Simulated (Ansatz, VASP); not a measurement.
# Ca2C in VASP and in Ansatz

```
C Ca
1.0
     0.00000    3.12858    3.07539
     3.12858    0.00000    3.07539
     3.12858    3.12858    0.00000
C Ca
1 2
Cartesian
  0.0000 0.0000 0.0000
  1.5643 1.5643 1.5377
  4.6929 4.6929 4.6131
```

Change from the starting cell: uniaxial_z strain -1.7%.

Alike in both runs: task single point; functional PBE; k mesh 8 × 8 × 8; occupations fermi-dirac, width 0.02 eV; no spin polarisation.

```csv
,VASP,Ansatz
version,VASP 6.6.1,Ansatz 0.2.0
potentials or method,"VASP PAW PBE potentials, release 64 (C, Ca_sv)","plane waves, PAW"
plane-wave cutoff (eV),520,420
valence electrons in the cell,24,24
```

```tsv
	VASP	Ansatz	Ansatz less VASP
pressure (GPa)	1.9	1.7	-0.22
traceless stress, the component that is largest in VASP (GPa)	1.57	1.57	+0.001
```

With one functional, cell and mesh, what is left measures potentials, basis and numerics.
